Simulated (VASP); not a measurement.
A run of VASP 6.6.1:

The input INCAR:

```
PREC     = Accurate       # precision mode
ENCUT    = 520            # plane-wave cutoff, eV
EDIFF    = 1E-7           # SCF threshold, eV
ISMEAR   = 0              # smearing method
SIGMA    = 0.01           # smearing width, eV
LREAL    = False          # projectors in reciprocal space
LASPH    = True           # aspherical terms in the spheres
NELM     = 80             # most SCF steps
ALGO     = Normal         # electronic algorithm
ISIF     = 2              # what is computed and relaxed
LWAVE    = False          # write WAVECAR
LCHARG   = False          # write CHGCAR
GGA      = PE             # functional
NBANDS   = 16             # bands
```

Contents of KPOINTS:

```
regular mesh
0
Gamma
  4 4 4
```

Contents of POSCAR:

```
CdS
1.0
   -0.0855900000      2.8337100000      2.9526500000
    2.8421600000     -0.0357600000      2.9028100000
    2.8603000000      2.8020200000     -0.0539000000
Cd S
1 1
Direct
    0.0044100000      0.0085800000      0.9974700000
    0.2407388911      0.2524674003      0.2456549127
```

Potentials or basis: VASP PAW PBE potentials, release 64 (Cd, S).

The run is started by

```console
$ cat potpaw_PBE.64/Cd/POTCAR potpaw_PBE.64/S/POTCAR > POTCAR
$ mpirun -np 1 vasp_std > vasp.out
```

Hardware: 1 thread of Intel(R) Xeon(R) Platinum 8259CL CPU @ 2.50GHz (Skylake/Cascade Lake) (shared host).

Question: How long does it take, and how much memory?

Answer: Wall time 28 s on 1 thread of Intel(R) Xeon(R) Platinum 8259CL CPU @ 2.50GHz (Skylake/Cascade Lake) (shared host), peak memory 0.18 GiB. Counts: scf iterations 15, k points 36.
